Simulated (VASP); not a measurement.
MgSi2C2:

```
Mg Si C
1.0
    -1.92070    1.92070    4.53506
     1.92070   -1.92070    4.53506
     1.92070    1.92070   -4.53506
Mg Si C
1 2 2
Direct
  0.00000 0.00000 0.00000
  0.75000 0.25000 0.50000
  0.25000 0.75000 0.50000
  0.38420 0.38420 0.00000
  0.61580 0.61580 0.00000
```

The cell was generated, and may not be a known phase.

| Quantity | Value |
| --- | --- |
| Program | VASP 6.6.1 |
| Task | relaxation of cell and atoms |
| Functional | PBE |
| Potentials or basis | VASP PAW PBE potentials, release 64 (Mg_sv, Si, C) |
| Cutoff | 840 eV |
| k mesh | 6 × 6 × 6 |
| Occupations | gaussian, width 0.1 eV |
| Spin | no spin polarisation |

At the start: pressure -10.9 GPa; volume 13.38 Å³/atom.

Q: Where does the relaxation end?

A: Over 25 steps the energy falls by 681.3 meV/atom and the volume is 15.62 Å³/atom (+16.7 %); space group I4/mmm (No. 139, to 0.1 Å) before and after.

Step by step:
```tsv
step	energy change (eV)	largest force (eV/Å)	pressure (GPa)	volume (Å³)
1	0.0000	1.1760	-10.89	66.92
2	-0.5059	1.5146	-1.07	58.49
3	-0.5398	1.5756	3.40	56.11
4	-0.8651	1.6695	6.92	55.32
5	-1.1904	0.8076	15.68	54.15
6	-1.2101	0.2301	20.87	53.62
7	-1.3063	0.1533	20.10	54.23
8	-1.5751	0.2969	18.05	56.09
9	-1.9967	0.3673	16.10	59.91
10	-2.3532	0.3377	10.11	68.04
11	-1.9393	3.0758	-5.13	86.26
12	-2.7195	0.7320	4.50	71.48
13	-2.8913	0.6669	-4.89	78.65
14	-2.9459	0.4456	-1.71	75.17
15	-2.9685	0.1994	-2.85	76.24
16	-2.9685	0.0258	-3.36	76.75
17	-3.0550	0.3947	-2.80	76.71
18	-3.1098	0.8766	-1.74	76.55
19	-3.2817	0.7094	0.35	75.05
20	-3.2885	0.4247	6.28	72.93
21	-3.3202	0.6244	3.10	73.97
22	-3.3860	0.3886	0.48	76.43
23	-3.4008	0.2149	-1.29	78.52
24	-3.4039	0.1198	0.74	77.82
25	-3.4063	0.0149	-0.09	78.09
```

Final structure:
```
Mg Si C
1.0
    -1.81015    1.81015    5.95825
     1.81015   -1.81015    5.95825
     1.81015    1.81015   -5.95825
Mg Si C
1 2 2
Direct
  0.00000 0.00000 0.00000
  0.75000 0.25000 0.50000
  0.25000 0.75000 0.50000
  0.19587 0.19587 0.00000
  0.80413 0.80413 0.00000
```

Caveat: the volume moved by over 15 % at a fixed basis, so the end points are rough.
